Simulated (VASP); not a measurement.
Os:

```
CELL_PARAMETERS angstrom
0.00000 2.63000 2.63000
2.63000 0.00000 2.63000
2.63000 2.63000 0.00000
ATOMIC_POSITIONS crystal
Os 0.00000 0.00000 0.00000
Os 0.25000 0.25000 0.25000
```

* Program: VASP 6.6.1
* Task: relaxation of cell and atoms
* Functional: PBE
* Potentials or basis: VASP PAW PBE potentials, release 64 (Os)
* Cutoff: 600 eV
* k mesh: 7 × 7 × 7
* Occupations: fermi-dirac, width 0.05 eV
* Spin: no spin polarisation

At the start: pressure 46.6 GPa; volume 18.19 Å³/atom.

Q: Where does the relaxation end?

A: Over 5 steps the energy falls by 393.5 meV/atom and the volume is 21.31 Å³/atom (+17.1 %); space group Fd-3m (No. 227, to 0.05 Å).

Step by step:
| step | energy change (eV) | largest force (eV/Å) | pressure (GPa) | volume (Å³) |
| --- | --- | --- | --- | --- |
| 1 | 0.0000 | 0.0000 | 46.58 | 36.38 |
| 2 | 3.8662 | 0.0000 | -29.76 | 71.94 |
| 3 | -0.7503 | 0.0000 | -7.04 | 44.24 |
| 4 | -0.7854 | 0.0000 | -1.54 | 42.95 |
| 5 | -0.7870 | 0.0000 | 0.06 | 42.62 |

Final structure:
```cif
data_structure
_symmetry_space_group_name_H-M 'P 1'
_symmetry_Int_Tables_number 1
_cell_length_a 3.9208
_cell_length_b 3.9208
_cell_length_c 3.9208
_cell_angle_alpha 60.000
_cell_angle_beta 60.000
_cell_angle_gamma 60.000
_cell_volume 42.62
loop_
_atom_site_label
_atom_site_type_symbol
_atom_site_fract_x
_atom_site_fract_y
_atom_site_fract_z
_atom_site_occupancy
Os1 Os 0.00000 0.00000 0.00000 1
Os2 Os 0.25000 0.25000 0.25000 1
```

Caveat: the volume moved by over 15 % at a fixed basis, so the end points are rough.
